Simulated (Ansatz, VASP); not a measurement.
One calculation of PbS, two programs

POSCAR

```
PbS
1.0
    0.0000000000      2.9262516271      2.9262516271
    2.9262516271      0.0000000000      2.9262516271
    2.9262516271      2.9262516271      0.0000000000
Pb S
1 1
Direct
    0.0000000000      0.0000000000      0.0000000000
    0.5000000000      0.5000000000      0.5000000000
```

INCAR.step1

```
PREC = Accurate
ENCUT = 520
ISMEAR = 0
SIGMA = 0.01
LREAL = F
LASPH = T
NELM = 80
NBANDS = 17
GGA = PE
ALGO = Normal
EDIFF = 1E-4
LWAVE = T
LCHARG = F
```

File INCAR.step2:

```
PREC = Accurate
ENCUT = 520
EDIFF = 1E-7
ISMEAR = 0
SIGMA = 0.01
LREAL = F
LASPH = T
NELM = 80
ALGO = Normal
ISIF = 2
LWAVE = F
LCHARG = T
METAGGA = R2SCAN
LMIXTAU = T
LELF = T
LVHAR = T
NBANDS = 17
ISTART = 1
```

The input KPOINTS:

```
Automatic mesh
0
Gamma
  6 6 6
```

Input for Ansatz:

```yaml
crystal:
  lattice:
    - [0.0, 2.9262516271, 2.9262516271]
    - [2.9262516271, 0.0, 2.9262516271]
    - [2.9262516271, 2.9262516271, 0.0]
  atoms:
    - { symbol: Pb, position: [0.0, 0.0, 0.0] }
    - { symbol: S, position: [0.5, 0.5, 0.5] }
kpoints:
  mp_grid: { grid: [6, 6, 6] }
hamiltonian:
  xc: r2scan
scf:
  occupations: { method: fixed }
  n_extra_bands: 4
output:
  forces: true
  stress: true
  eigenvalues: true
```

Alike in both runs: task single point; functional r2SCAN; k mesh 6 × 6 × 6; no spin polarisation.

|  | VASP | Ansatz |
| --- | --- | --- |
| version | VASP 6.6.1 | Ansatz 0.2.0 |
| potentials or method | VASP PAW PBE potentials, release 64 (Pb_d, S) | plane waves, PAW |
| plane-wave cutoff (eV) | 520 | 500 |
| occupations | gaussian, width 0.01 eV | fixed |
| valence electrons in the cell | 20 | 20 |

|  | VASP | Ansatz | Ansatz less VASP |
| --- | --- | --- | --- |
| gap on the k mesh at the Fermi level (eV) | 0.46 | 0.44 | -0.012 |
| pressure (GPa) | 4.1 | 4.1 | +0.01 |

VASP's potentials were made for PBE, not for r2SCAN.

Spin-orbit coupling is off throughout.
